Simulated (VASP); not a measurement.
# CaO (Fm-3m) in VASP: single point with LDA

Aim: the single point of CaO with LDA.

Program: VASP 6.6.1. These are calculated values, not measurements. Logs are shortened: lines on timing, memory, paths and dates and some standing lists are left out, and cuts for length are marked.

**1. The cell of the first run**

It takes space group Fm-3m (No. 225, cubic). Conventional cell: a = 4.708 Å, b = 4.708 Å, c = 4.708 Å, α = 90.00°, β = 90.00°, γ = 90.00°. Within 3.1 Å of Ca (site symmetry m-3m) lie 6 O at 2.35 Å. Within 3.1 Å of O (site symmetry m-3m) lie 6 Ca at 2.35 Å.

**2. Single point, LDA**

INCAR reads:

```
SYSTEM = CaO
PREC     = Accurate       ! precision mode
ENCUT    = 910            ! plane-wave cutoff, eV
EDIFF    = 1E-6           ! SCF threshold, eV
ISMEAR   = -1             ! smearing method
SIGMA    = 0.1            ! smearing width, eV
LREAL    = .False.        ! projectors in reciprocal space
LASPH    = .True.         ! aspherical terms in the spheres
NELM     = 120            ! most SCF steps
ALGO     = Normal         ! electronic algorithm
ISIF     = 2              ! what is computed and relaxed
LWAVE    = .False.        ! write WAVECAR
LCHARG   = .False.        ! write CHGCAR
GGA      = CA             ! functional
NBANDS   = 15             ! bands
GGA_COMPAT= .False.
```

KPOINTS reads:

```
regular mesh
0
Gamma
  12 12 12
  0 0 0
```

POSCAR reads:

```
CaO
1.0
    2.3539498185      2.3539498185      0.0000000000
   -2.3539498185      2.3539498185      0.0000000000
    0.0000000000      2.3539498185      2.3539498185
Ca O
1 1
Direct
    0.0000000000      0.0000000000      0.0000000000
    0.5000000000      0.5000000000      0.0000000000
```

Potentials or basis: VASP PAW LDA potentials, release 64 (Ca_sv, O_h).

Launch:

```
$ cat potpaw_LDA.64/Ca_sv/POTCAR potpaw_LDA.64/O_h/POTCAR > POTCAR
$ mpirun -np 1 vasp_std > vasp.out
```

OUTCAR:

```text
SYSTEM = CaO
   PREC = Accurate
   ENCUT = 910
   EDIFF = 1E-6
   ISMEAR = -1
   LREAL = .False.
   LASPH = .True.
   NELM = 120
   ISIF = 2
   GGA = CA

 ion  position               nearest neighbor table
   1  0.000  0.000  0.000-
   2  0.500  0.500  0.000-

  LATTYP: Found a face centered cubic cell.
 ALAT       =     4.7078996370

  Lattice vectors:

 A1 = (   0.0000000000,   2.3539498185,   2.3539498185)
 A2 = (   2.3539498185,   0.0000000000,   2.3539498185)
 A3 = (   2.3539498185,   2.3539498185,   0.0000000000)

Analysis of symmetry for initial positions (statically):
=====================================================================
 Subroutine PRICEL returns:
 Original cell was already a primitive cell.

 Routine SETGRP: Setting up the symmetry group for a
 face centered cubic supercell.

 Subroutine GETGRP returns: Found 48 space group operations
 (whereof 48 operations were pure point group operations)
 out of a pool of 48 trial point group operations.

The static configuration has the point symmetry O_h .

Analysis of symmetry for dynamics (positions and initial velocities):
=====================================================================
 Subroutine PRICEL returns:
 Original cell was already a primitive cell.

 Routine SETGRP: Setting up the symmetry group for a
 face centered cubic supercell.

 Subroutine GETGRP returns: Found 48 space group operations
 (whereof 48 operations were pure point group operations)
 out of a pool of 48 trial point group operations.

The dynamic configuration has the point symmetry O_h .

 Subroutine INISYM returns: Found 48 space group operations
 (whereof 48 operations are pure point group operations),
 and found     1 'primitive' translations

----------------------------------------------------------------------------------------

                                     Primitive cell

  volume of cell :      26.0868

  direct lattice vectors                    reciprocal lattice vectors
     2.353949818  2.353949818  0.000000000     0.212408946  0.212408946 -0.212408946
    -2.353949818  2.353949818  0.000000000    -0.212408946  0.212408946 -0.212408946
     0.000000000  2.353949818  2.353949818     0.000000000  0.000000000  0.424817892

  length of vectors
     3.328987758  3.328987758  3.328987758     0.367903087  0.367903087  0.424817892

  position of ions in fractional coordinates (direct lattice)
     0.000000000  0.000000000  0.000000000
     0.500000000  0.500000000  0.000000000

  ion indices of the primitive-cell ions
   primitive index   ion index
                 1           1
                 2           2

----------------------------------------------------------------------------------------

 KPOINTS: regular mesh

Automatic generation of k-mesh.
 Grid dimensions read from file:
 generate k-points for:   12   12   12

 Generating k-lattice:

  Cartesian coordinates                     Fractional coordinates (reciprocal lattice)
     0.017700746  0.017700746 -0.017700746     0.083333333  0.000000000  0.000000000
    -0.017700746  0.017700746 -0.017700746     0.000000000  0.083333333  0.000000000
     0.000000000  0.000000000  0.035401491     0.000000000  0.000000000  0.083333333

  Length of vectors
     0.030658591  0.030658591  0.035401491

  Shift w.r.t. Gamma in fractional coordinates (k-lattice)
     0.000000000  0.000000000  0.000000000

 Subroutine IBZKPT returns following result:
 ===========================================

 Found     72 irreducible k-points:

 Following reciprocal coordinates:
            Coordinates               Weight
  0.000000  0.000000  0.000000      1.000000
  0.083333  0.000000  0.000000      8.000000
  0.166667  0.000000  0.000000      8.000000
  0.250000  0.000000  0.000000      8.000000
  0.333333  0.000000  0.000000      8.000000
  0.416667  0.000000  0.000000      8.000000
[... 16 lines left out ...]
  0.500000  0.166667  0.000000     24.000000
 -0.416667  0.166667  0.000000     24.000000
 [... further k-points ...]
   k-points           NKPTS =     72   k-points in BZ     NKDIM =     72   number of bands    NBANDS=     15
   number of dos      NEDOS =    301   number of ions     NIONS =      2
   total plane-waves  NPLWV =  46656
   dimension x,y,z NGX =    36 NGY =   36 NGZ =   36
   dimension x,y,z NGXF=    72 NGYF=   72 NGZF=   72
   ions per type =               1   1
   NGX,Y,Z   is equivalent  to a cutoff of  17.98, 17.98, 17.98 a.u.
   NGXF,Y,Z  is equivalent  to a cutoff of  35.96, 35.96, 35.96 a.u.
 SYSTEM =  CaO
   PREC   = accura    normal or accurate (medium, high low for compatibility)
   ISTART =      0    job   : 0-new  1-cont  2-samecut
   ICHARG =      2    charge: 1-file 2-atom 10-const
   ISPIN  =      1    spin polarized calculation?
   LNONCOLLINEAR =      F non collinear calculations
   LSORBIT =      F    spin-orbit coupling
   LASPH  =      T    aspherical Exc in radial PAW
   ENCUT  =  910.0 eV  66.88 Ry    8.18 a.u.   8.19  8.19  8.19*2*pi/ulx,y,z
   NELM   =    120;   NELMIN=  2; NELMDL= -5     # of ELM steps
   EDIFF  = 0.1E-05   stopping-criterion for ELM
   LREAL  =      F    real-space projection
   EDIFFG = 0.1E-04   stopping-criterion for IOM
   NSW    =      0    number of steps for IOM
   IBRION =     -1    ionic relax: 0-MD 1-quasi-New 2-CG
   NFREE  =      0    steps in history (QN), initial steepest desc. (CG)
   ISIF   =      2    stress and relaxation
   ISYM   =      2    0-nonsym 1-usesym 2-fastsym
   POTIM  = 0.5000    time-step for ionic-motion
   TEBEG  =    0.0;   TEEND  =   0.0 temperature during run
   PSTRESS=    0.0 pullay stress
   NELECT =      16.0000    total number of electrons
   NUPDOWN=      -1.0000    fix difference up-down
   EMIN   =  10.00;   EMAX   =-10.00  energy-range for DOS
   EFERMI =   0.00;   METHOD = LEGACY
   ISMEAR =    -1;   SIGMA  =   0.10  broadening in eV -4-tet -1-fermi 0-gaus
   EFERMI_NEDOS =   21; number of points for ismear=-14 and -15
   IALGO  =     38    algorithm
   IMIX   =      4    mixing-type and parameters
     AMIX     =   0.40;   BMIX     =  1.00
     AMIX_MAG =   1.60;   BMIX_MAG =  1.00
  volume/ion in A,a.u.               =      13.04        88.02
  Fermi-wavevector in a.u.,A,eV,Ry     =   1.390938  2.628491 26.323290  1.934707
  Thomas-Fermi vector in A             =   2.514825
   LORBIT       =      0    0 simple, 1 ext, 2 COOP (PROOUT), +10 PAW based schemes
   GGA     = CA    functional components
   LHFCALC =     F    Hartree Fock is set to
   AEXX    =    0.0000 exact exchange contribution
   IVDW    =     0    specifies the selected vdW correction
   LEPSILON=     F    determine dielectric tensor
   LRPA    =     F    only Hartree local field effects (RPA)
 non-spin polarized calculation
  energy-cutoff  :      910.00
  volume of cell :       26.09
 maximum number of plane-waves:      1660
 NGX is ok and might be reduce to    36
   NGX = 17   NGY = 17   NGZ = 17

 number of electron      16.0000000 magnetization

 Free energy of the ion-electron system (eV)
  ---------------------------------------------------
  ext. energy  EPLUGINS =         0.00000000
  ---------------------------------------------------
  free energy    TOTEN  =       -14.22759387 eV

  energy without entropy =      -14.22759387  energy(sigma->0) =      -14.22759387

 E-fermi :   4.4728     XC(G=0): -11.3418

 val. band max:        2.6827290423   @ k =   0.0000   0.0000   0.0000
 cond. band min:       6.1050908854   @ k =   0.5000   0.5000   0.0000
 fundamental gap:      3.4223618431
 Fermi energy:         4.4728066932

 k-point     1 :       0.0000    0.0000    0.0000
  band No.  band energies     occupation
      1     -34.1389      2.00000
      2     -15.1316      2.00000
      3     -15.1316      2.00000
      4     -15.1316      2.00000
      5     -12.6466      2.00000
      6       2.6827      2.00000
      7       2.6827      2.00000
      8       2.6827      2.00000
      9       7.7670      0.00000
     10       8.9338      0.00000
     11       8.9338      0.00000
     12       8.9338      0.00000
     13      10.6096      0.00000
     14      10.6096      0.00000
     15      17.8652      0.00000

 k-point     2 :       0.0833    0.0000    0.0000
  band No.  band energies     occupation
      1     -34.1292      2.00000
      2     -15.2790      2.00000
      3     -15.1361      2.00000
      4     -15.1361      2.00000
      5     -12.4959      2.00000
      6       2.4073      2.00000
      7       2.5692      2.00000
      8       2.5692      2.00000
      9       8.1005      0.00000
     10       8.9067      0.00000
     11       9.0662      0.00000
     12       9.0662      0.00000
     13      10.8011      0.00000
     14      10.8011      0.00000
     15      18.2030      0.00000

 k-point     3 :       0.1667    0.0000    0.0000
  band No.  band energies     occupation
      1     -34.1026      2.00000
      2     -15.6194      2.00000
      3     -15.1483      2.00000
      4     -15.1483      2.00000
      5     -12.1461      2.00000
      6       1.7625      2.00000
      7       2.2808      2.00000
      8       2.2808      2.00000
      9       8.7965      0.00000
     10       9.0196      0.00000
     11       9.4418      0.00000
     12       9.4418      0.00000
     13      11.3168      0.00000
     14      11.3168      0.00000
     15      18.9206      0.00000

 k-point     4 :       0.2500    0.0000    0.0000
  band No.  band energies     occupation
      1     -34.0659      2.00000
      2     -15.9986      2.00000
      3     -15.1649      2.00000
      4     -15.1649      2.00000
      5     -11.7521      2.00000
      6       1.0298      2.00000
      7       1.9275      2.00000
      8       1.9275      2.00000
      9       8.9924      0.00000
     10       9.9472      0.00000
     11       9.9978      0.00000
     12       9.9978      0.00000
     13      12.0207      0.00000
     14      12.0207      0.00000
     15      19.1504      0.00000
[... 307 lines left out ...]
 k-point    22 :       0.4167    0.1667    0.0000
  band No.  band energies     occupation
      1     -33.9782      2.00000
      2     -16.4270      2.00000
      3     -15.3770      2.00000
      4     -15.2321      2.00000
      5     -11.3385      2.00000
      6       0.2299      2.00000
      7       1.4214      2.00000
      8       1.4529      2.00000
      9       9.7222      0.00000
     10      10.0634      0.00000
     11      11.3694      0.00000
     12      12.1601      0.00000
     13      13.5534      0.00000
     14      14.4716      0.00000
     15      17.3499      0.00000

 k-point    23 :       0.5000    0.1667    0.0000
  band No.  band energies     occupation
      1     -33.9808      2.00000
      2     -16.4023      2.00000
      3     -15.3421      2.00000
      4     -15.2568      2.00000
      5     -11.3912      2.00000
      6       0.3126      2.00000
      7       1.3974      2.00000
      8       1.5593      2.00000
      9       9.0370      0.00000
     10      10.5115      0.00000
     11      11.6002      0.00000
     12      12.1725      0.00000
     13      13.1950      0.00000
     14      14.2823      0.00000
     15      17.4856      0.00000

 k-point    24 :      -0.4167    0.1667    0.0000
  band No.  band energies     occupation
      1     -33.9999      2.00000
      2     -16.2745      2.00000
      3     -15.2963      2.00000
      4     -15.2670      2.00000
      5     -11.5250      2.00000
      6       0.4889      2.00000
      7       1.5491      2.00000
      8       1.7947      2.00000
      9       8.3708      0.00000
     10      10.6613      0.00000
     11      11.4769      0.00000
     12      11.6209      0.00000
     13      12.5318      0.00000
     14      13.7929      0.00000
     15      18.2853      0.00000

 [... further k-points ...]
[... 5 lines left out ...]
  --------------------------------------------------------------------------------------
  -------------------------------------------------------------------------------------
  Total        0.1291106      0.1291106      0.1291106      0.0000000      0.0000000     -0.0000000
  in kB        7.9295923      7.9295923      7.9295923      0.0000000      0.0000000     -0.0000000
  external PRESSURE =       7.9295923 kB  Pullay stress =       0.0000000 kB

 VOLUME and BASIS-vectors are now :
 -----------------------------------------------------------------------------
  energy-cutoff  :      910.00
  volume of cell :       26.09
      direct lattice vectors                 reciprocal lattice vectors
     2.353949818  2.353949818  0.000000000     0.212408946  0.212408946 -0.212408946
    -2.353949818  2.353949818  0.000000000    -0.212408946  0.212408946 -0.212408946
     0.000000000  2.353949818  2.353949818     0.000000000  0.000000000  0.424817892

 POSITION                                       TOTAL-FORCE (eV/Angst)
 -----------------------------------------------------------------------------------
      0.00000      0.00000      0.00000         0.000000     -0.000000      0.000000
      0.00000      2.35395      0.00000        -0.000000      0.000000      0.000000
 -----------------------------------------------------------------------------------
    total drift:                               -0.000000      0.000000     -0.000000

  FREE ENERGIE OF THE ION-ELECTRON SYSTEM (eV)
  ---------------------------------------------------
  free  energy   TOTEN  =       -14.2275938729 eV

  energy  without entropy=      -14.2275938704  energy(sigma->0) =      -14.22759387
```

Run time: 29 s. Hardware: 1 thread of Intel Xeon Platinum 8488C (Sapphire Rapids), shared host; peak memory 0.22 GiB.

What came out:

```yaml
Free_energy: -14.2276 eV
Pressure: 0.8 GPa
Band_gap_on_the_k_mesh: 3.42 eV (least direct gap 3.78 eV)
```

Caveat: the cutoff is under 1.25 times the usual one of these potentials, so pressure, stress and relaxed cells hold a basis-set (Pulay) error.
